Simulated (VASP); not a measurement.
Set up this calculation in VASP 6.6.1, as the native input.

| Quantity | Value |
| --- | --- |
| Task | single point |
| Functional | PBEsol |
| Potentials or basis | VASP PAW PBE potentials, release 64 (Cu) |
| Cutoff | 520 eV |
| k mesh | 17 × 17 × 17 |
| Occupations | fermi-dirac, width 0.03 eV |
| Spin | no spin polarisation |
| Dipole correction | no |
| Further INCAR settings | ALGO = Normal; EDIFF = 1e-06; NBANDS = 12 |

The structure of Cu lies in POSCAR:

```
Cu
1.0
    0.0000000000      1.7706018915      1.7706018915
    1.7706018915      0.0000000000      1.7706018915
    1.7706018915      1.7706018915      0.0000000000
Cu
1
Direct
    0.0000000000      0.0000000000      0.0000000000
```

This cell differs from its parent crystal: volume scaled by 0.94.

These files were run (other wordings do the same):

INCAR

```
SYSTEM = Cu
  PREC = Accurate
  ENCUT = 520
  EDIFF = 1E-6
  ISMEAR = -1
  SIGMA = 0.03
  LREAL = .False.
  LASPH = .True.
  NELM = 100
  ALGO = Normal
  ISIF = 2
  LWAVE = .False.
  LCHARG = .False.
  GGA = PS
  NBANDS = 12
```

KPOINTS

```
regular mesh
0
Gamma
  17 17 17
  0 0 0
```

Potentials or basis: VASP PAW PBE potentials, release 64 (Cu).

Run with:

```console
$ cat potpaw_PBE.64/Cu/POTCAR > POTCAR
$ mpirun -np 1 vasp_std > vasp.out
```

Results of the run:

| Quantity | Value |
| --- | --- |
| Pressure | 3.9 GPa |

Caveat: the PAW data sets were made with another functional, which shifts forces and pressure a little.

Wall time 35 s on 1 thread of Intel Xeon 8259CL, with other jobs on the host, peak memory 0.14 GiB.
